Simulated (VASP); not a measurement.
# Eu (Im-3m) in VASP: further runs, part 2 of 3

VASP 6.6.1. Earlier steps stand in the parts before.

**3. Single point, r2SCAN, collinear spin, ferromagnetic start**

The input, POSCAR:

```
Eu
1.0
   -2.2274745855      2.2274745855      2.2274745855
    2.2274745855     -2.2274745855      2.2274745855
    2.2274745855      2.2274745855     -2.2274745855
Eu
1
Direct
    0.0000000000      0.0000000000      0.0000000000
```

The input, INCAR.step1:

```
PREC = Accurate ; ENCUT = 520
ISMEAR = 0 ; SIGMA = 0.1
LREAL = F ; LASPH = T
NELM = 150 ; ISPIN = 2
MAGMOM = 7.31 ; LMAXMIX = 6
NBANDS = 18 ; GGA = PE
ALGO = Normal ; EDIFF = 1E-4
LWAVE = T ; LCHARG = F
```

The input, INCAR.step2:

```
PREC = Accurate ; ENCUT = 520
EDIFF = 1E-7 ; ISMEAR = 0
SIGMA = 0.1 ; LREAL = F
LASPH = T ; NELM = 150
ALGO = Normal ; ISIF = 2
LWAVE = F ; LCHARG = F
ISPIN = 2 ; MAGMOM = 7.31
LORBIT = 11 ; LMAXMIX = 6
METAGGA = R2SCAN ; LMIXTAU = T
NBANDS = 18 ; ISTART = 1
```

The input, KPOINTS:

```
Automatic mesh
0
Gamma
  10 10 10
```

Potentials or basis: VASP PAW PBE potentials, release 64 (Eu).

Run with:

```console
cat potpaw_PBE.64/Eu/POTCAR > POTCAR
cp INCAR.step1 INCAR
mpirun -np 1 vasp_std > vasp.out
cp INCAR.step2 INCAR
mpirun -np 1 vasp_std > vasp.out
```

OUTCAR:

```text
PREC = Accurate
   ENCUT = 520
   EDIFF = 1E-7
   ISMEAR = 0
   LREAL = F
   LASPH = T
   NELM = 150
   ISIF = 2
   ISPIN = 2
   LORBIT = 11
   METAGGA = R2SCAN
   ISTART = 1

 ion  position               nearest neighbor table
   1  0.000  0.000  0.000-

  LATTYP: Found a body centered cubic cell.
 ALAT       =     4.4549491710

  Lattice vectors:

 A1 = (  -2.2274745855,   2.2274745855,   2.2274745855)
 A2 = (   2.2274745855,  -2.2274745855,   2.2274745855)
 A3 = (   2.2274745855,   2.2274745855,  -2.2274745855)

Analysis of symmetry for initial positions (statically):
=====================================================================
 Subroutine PRICEL returns:
 Original cell was already a primitive cell.

 Routine SETGRP: Setting up the symmetry group for a
 body centered cubic supercell.

 Subroutine GETGRP returns: Found 48 space group operations
 (whereof 48 operations were pure point group operations)
 out of a pool of 48 trial point group operations.

The static configuration has the point symmetry O_h .

Analysis of symmetry for dynamics (positions and initial velocities):
=====================================================================
 Subroutine PRICEL returns:
 Original cell was already a primitive cell.

 Routine SETGRP: Setting up the symmetry group for a
 body centered cubic supercell.

 Subroutine GETGRP returns: Found 48 space group operations
 (whereof 48 operations were pure point group operations)
 out of a pool of 48 trial point group operations.

The dynamic configuration has the point symmetry O_h .

Analysis of structural, dynamic, and magnetic symmetry:
=====================================================================
 Subroutine PRICEL returns:
 Original cell was already a primitive cell.

 Routine SETGRP: Setting up the symmetry group for a
 body centered cubic supercell.

 Subroutine GETGRP returns: Found 48 space group operations
 (whereof 48 operations were pure point group operations)
 out of a pool of 48 trial point group operations.

The overall configuration has the point symmetry O_h .

 Subroutine INISYM returns: Found 48 space group operations
 (whereof 48 operations are pure point group operations),
 and found     1 'primitive' translations

----------------------------------------------------------------------------------------

                                     Primitive cell

  volume of cell :      44.2077

  direct lattice vectors                    reciprocal lattice vectors
    -2.227474585  2.227474585  2.227474585     0.000000000  0.224469452  0.224469452
     2.227474585 -2.227474585  2.227474585     0.224469452  0.000000000  0.224469452
     2.227474585  2.227474585 -2.227474585     0.224469452  0.224469452  0.000000000

  length of vectors
     3.858099155  3.858099155  3.858099155     0.317447744  0.317447744  0.317447744

  position of ions in fractional coordinates (direct lattice)
     0.000000000  0.000000000  0.000000000

  ion indices of the primitive-cell ions
   primitive index   ion index
                 1           1

----------------------------------------------------------------------------------------

 KPOINTS: Automatic mesh

Automatic generation of k-mesh.
 Grid dimensions read from file:
[... 47 lines left out ...]
   k-points           NKPTS =     47   k-points in BZ     NKDIM =     47   number of bands    NBANDS=     18
   number of dos      NEDOS =    301   number of ions     NIONS =      1
   total plane-waves  NPLWV =  27000
   dimension x,y,z NGX =    30 NGY =   30 NGZ =   30
   dimension x,y,z NGXF=    60 NGYF=   60 NGZF=   60
   ions per type =               1
   NGX,Y,Z   is equivalent  to a cutoff of  12.93, 12.93, 12.93 a.u.
   NGXF,Y,Z  is equivalent  to a cutoff of  25.85, 25.85, 25.85 a.u.
 SYSTEM =  unknown system
   PREC   = accura    normal or accurate (medium, high low for compatibility)
   ISTART =      1    job   : 0-new  1-cont  2-samecut
   ICHARG =      0    charge: 1-file 2-atom 10-const
   ISPIN  =      2    spin polarized calculation?
   LNONCOLLINEAR =      F non collinear calculations
   LSORBIT =      F    spin-orbit coupling
   LASPH  =      T    aspherical Exc in radial PAW
   ENCUT  =  520.0 eV  38.22 Ry    6.18 a.u.   7.17  7.17  7.17*2*pi/ulx,y,z
   NELM   =    150;   NELMIN=  2; NELMDL=  0     # of ELM steps
   EDIFF  = 0.1E-06   stopping-criterion for ELM
   LREAL  =      F    real-space projection
   EDIFFG = 0.1E-05   stopping-criterion for IOM
   NSW    =      0    number of steps for IOM
   IBRION =     -1    ionic relax: 0-MD 1-quasi-New 2-CG
   NFREE  =      0    steps in history (QN), initial steepest desc. (CG)
   ISIF   =      2    stress and relaxation
   ISYM   =      2    0-nonsym 1-usesym 2-fastsym
   POTIM  = 0.5000    time-step for ionic-motion
   TEBEG  =    0.0;   TEEND  =   0.0 temperature during run
   PSTRESS=    0.0 pullay stress
   NELECT =      17.0000    total number of electrons
   NUPDOWN=      -1.0000    fix difference up-down
   EMIN   =  10.00;   EMAX   =-10.00  energy-range for DOS
   EFERMI =   0.00;   METHOD = LEGACY
   ISMEAR =     0;   SIGMA  =   0.10  broadening in eV -4-tet -1-fermi 0-gaus
   EFERMI_NEDOS =   21; number of points for ismear=-14 and -15
   IALGO  =     38    algorithm
   IMIX   =      4    mixing-type and parameters
     AMIX     =   0.40;   BMIX     =  1.00
     AMIX_MAG =   1.60;   BMIX_MAG =  1.00
  volume/ion in A,a.u.               =      44.21       298.33
  Fermi-wavevector in a.u.,A,eV,Ry     =   1.190488  2.249696 19.283018  1.417262
  Thomas-Fermi vector in A             =   2.326572
   LORBIT       =     11    0 simple, 1 ext, 2 COOP (PROOUT), +10 PAW based schemes
   METAGGA = R2SCAN    functional components
   LHFCALC =     F    Hartree Fock is set to
   AEXX    =    0.0000 exact exchange contribution
   IVDW    =     0    specifies the selected vdW correction
   LEPSILON=     F    determine dielectric tensor
   LRPA    =     F    only Hartree local field effects (RPA)
 spin polarized calculation
 Gauss-broadening in eV      SIGMA  =   0.10
  energy-cutoff  :      520.00
  volume of cell :       44.21
 maximum number of plane-waves:      1205
 NGX is ok and might be reduce to    30
   NGX = 15   NGY = 15   NGZ = 15

 number of electron      16.9999996 magnetization       7.6733790

 Free energy of the ion-electron system (eV)
  ---------------------------------------------------
  ext. energy  EPLUGINS =         0.00000000
  ---------------------------------------------------
  free energy    TOTEN  =       -39.66372051 eV

  energy without entropy =      -39.65466586  energy(sigma->0) =      -39.65919318

 E-fermi :   1.9490     XC(G=0):  -9.0861

 val. band max:        1.9485319750   @ k =  -0.4000   0.5000   0.1000
 cond. band min:       1.9554232182   @ k =   0.2000   0.2000   0.2000
 fundamental gap:      0.0068912432
 Fermi energy:         1.9490136999

 spin component 1

 k-point     1 :       0.0000    0.0000    0.0000
  band No.  band energies     occupation
      1     -41.2335      1.00000
      2     -19.2185      1.00000
      3     -19.2185      1.00000
      4     -19.2185      1.00000
      5      -2.8548      1.00000
      6       1.3270      1.00000
[... 493 lines left out ...]
     17       6.0854      0.00000
     18      10.2642      0.00000

 [... further k-points ...]

 spin component 2

 k-point     1 :       0.0000    0.0000    0.0000
  band No.  band energies     occupation
      1     -37.4770      1.00000
      2     -16.4998      1.00000
      3     -16.4998      1.00000
      4     -16.4998      1.00000
      5      -1.3181      1.00000
      6       5.1617      0.00000
[... 493 lines left out ...]
     17       8.2850      0.00000
     18      12.0843      0.00000

 [... further k-points ...]
[... 5 lines left out ...]
  --------------------------------------------------------------------------------------
  -------------------------------------------------------------------------------------
  Total       -0.0981120     -0.0981120     -0.0981120     -0.0000000     -0.0000000      0.0000000
  in kB       -3.5557764     -3.5557764     -3.5557764     -0.0000000     -0.0000000      0.0000000
  external PRESSURE =      -3.5557764 kB  Pullay stress =       0.0000000 kB

 VOLUME and BASIS-vectors are now :
 -----------------------------------------------------------------------------
  energy-cutoff  :      520.00
  volume of cell :       44.21
      direct lattice vectors                 reciprocal lattice vectors
    -2.227474585  2.227474585  2.227474585     0.000000000  0.224469452  0.224469452
     2.227474585 -2.227474585  2.227474585     0.224469452  0.000000000  0.224469452
     2.227474585  2.227474585 -2.227474585     0.224469452  0.224469452  0.000000000

 POSITION                                       TOTAL-FORCE (eV/Angst)
 -----------------------------------------------------------------------------------
      0.00000      0.00000      0.00000         0.000000      0.000000     -0.000000
 -----------------------------------------------------------------------------------
    total drift:                               -0.000000     -0.000000      0.000000

  FREE ENERGIE OF THE ION-ELECTRON SYSTEM (eV)
  ---------------------------------------------------
  free  energy   TOTEN  =       -39.6637205068 eV

  energy  without entropy=      -39.6546658588  energy(sigma->0) =      -39.65919318

 total charge

# of ion       s       p       d       f       tot
--------------------------------------------------
    1        2.082   5.764   0.263   6.679  14.788

 magnetization (x)

# of ion       s       p       d       f       tot
--------------------------------------------------
    1       -0.011  -0.153   0.176   6.678   6.689
```

OUTCAR.step1:

```text
PREC = Accurate
   ENCUT = 520
   ISMEAR = 0
   LREAL = F
   LASPH = T
[... 1245 lines left out ...]

 POSITION                                       TOTAL-FORCE (eV/Angst)
 -----------------------------------------------------------------------------------
      0.00000      0.00000      0.00000        -0.000000      0.000000      0.000000
 -----------------------------------------------------------------------------------
    total drift:                               -0.000000     -0.000000      0.000000

  FREE ENERGIE OF THE ION-ELECTRON SYSTEM (eV)
  ---------------------------------------------------
  free  energy   TOTEN  =       -11.4350411893 eV

  energy  without entropy=      -11.4266335552  energy(sigma->0) =      -11.43083737
```

Wall time 4.5 min (1 thread of AMD EPYC 9R45 (Zen 5), shared host); peak memory 0.21 GiB.

Results:

```yaml
Free_energy: -39.6637 eV
Pressure: -0.4 GPa
Net_moment: 7.67 μB per cell
Site_moments: Eu +6.69 μB
Valence_electrons_inside_the_program's_atomic_spheres: Eu 14.79
```

Caveat: the PAW data sets were made with another functional, which shifts forces and pressure a little; spin-orbit coupling is left out, which moves the levels of the heavy elements; semilocal functionals describe open f shells poorly, which spoils levels, moments and volumes. The state reached can hang on the start; a lower one may exist.

**4. Single point, r2SCAN, collinear spin, ferromagnetic start**

POSCAR is that of step 3.

The input, INCAR.step1:

```
SYSTEM = Eu
ALGO     = Normal         ! electronic algorithm
EDIFF    = 1E-4           ! SCF threshold, eV
ENCUT    = 520            ! plane-wave cutoff, eV
GGA      = PE             ! functional
ISMEAR   = 0              ! smearing method
ISPIN    = 2              ! spin polarisation
LASPH    = .TRUE.         ! aspherical terms in the spheres
LCHARG   = .FALSE.        ! write CHGCAR
LMAXMIX  = 6              ! l up to which the mixer works
LREAL    = .FALSE.        ! projectors in reciprocal space
LWAVE    = .TRUE.         ! write WAVECAR
MAGMOM   = 7.31           ! initial moments
NBANDS   = 18             ! bands
NELM     = 150            ! most SCF steps
PREC     = Accurate       ! precision mode
SIGMA    = 0.2            ! smearing width, eV
```

The input, INCAR.step2:

```
SYSTEM = Eu
ALGO     = Normal         ! electronic algorithm
EDIFF    = 1E-6           ! SCF threshold, eV
ENCUT    = 520            ! plane-wave cutoff, eV
ISIF     = 2              ! what is computed and relaxed
ISMEAR   = 0              ! smearing method
ISPIN    = 2              ! spin polarisation
ISTART   = 1            
LASPH    = .TRUE.         ! aspherical terms in the spheres
LCHARG   = .FALSE.        ! write CHGCAR
LMAXMIX  = 6              ! l up to which the mixer works
LMIXTAU  = .TRUE.       
LORBIT   = 11             ! projections on sites
LREAL    = .FALSE.        ! projectors in reciprocal space
LWAVE    = .FALSE.        ! write WAVECAR
MAGMOM   = 7.31           ! initial moments
METAGGA  = R2SCAN         ! meta-GGA
NBANDS   = 18             ! bands
NELM     = 150            ! most SCF steps
PREC     = Accurate       ! precision mode
SIGMA    = 0.2            ! smearing width, eV
```

The input, KPOINTS:

```
k-points
0
G
  10 10 10
  0 0 0
```

Run with:

```console
cat potpaw_PBE.64/Eu/POTCAR > POTCAR
cp INCAR.step1 INCAR
mpirun -np 1 vasp_std > vasp.out
cp INCAR.step2 INCAR
mpirun -np 1 vasp_std > vasp.out
```

It took 4.3 min on 1 thread of AMD EPYC 9R45 (Zen 5), shared host; peak memory 0.22 GiB.

The run converged. Its results:

* Free energy: -39.6777 eV
* Pressure: -0.4 GPa
* Net moment: 7.80 μB per cell
* Site moments: Eu +6.71 μB
* Valence electrons inside the program's atomic spheres: Eu 14.79

Levels at points of the mesh, in eV from the Fermi level:
Spin up:
```
           k point  band 9  band 10  band 11  band 12  band 13  band 14  band 15  band 16
(0.00, 0.00, 0.00)   -0.54    -0.54    -0.54    -0.51     1.97     1.97     1.97     3.50
(0.50, 0.00, 0.00)   -0.54    -0.52    -0.51    -0.49     0.29     0.48     3.48     4.17
(0.50, 0.50, 0.50)   -0.65    -0.65    -0.44    -0.44    -0.44     4.80     4.80     4.80
```
Spin down:
```tsv
k point	band 1	band 2	band 3	band 4	band 5	band 6	band 7	band 8	band 9	band 10
(0.00, 0.00, 0.00)	-39.41	-18.44	-18.44	-18.44	-3.13	3.24	3.24	3.24	5.14	5.14
(0.50, 0.00, 0.00)	-39.37	-18.92	-18.59	-18.44	-0.46	1.74	1.93	5.02	5.18	5.64
(0.50, 0.50, 0.50)	-39.34	-18.78	-18.78	-18.78	0.17	0.17	5.04	5.04	5.04	5.58
```

Caveat: the PAW data sets were made with another functional, which shifts forces and pressure a little; spin-orbit coupling is left out, which moves the levels of the heavy elements; semilocal functionals describe open f shells poorly, which spoils levels, moments and volumes.

[end of part 2 of 3]
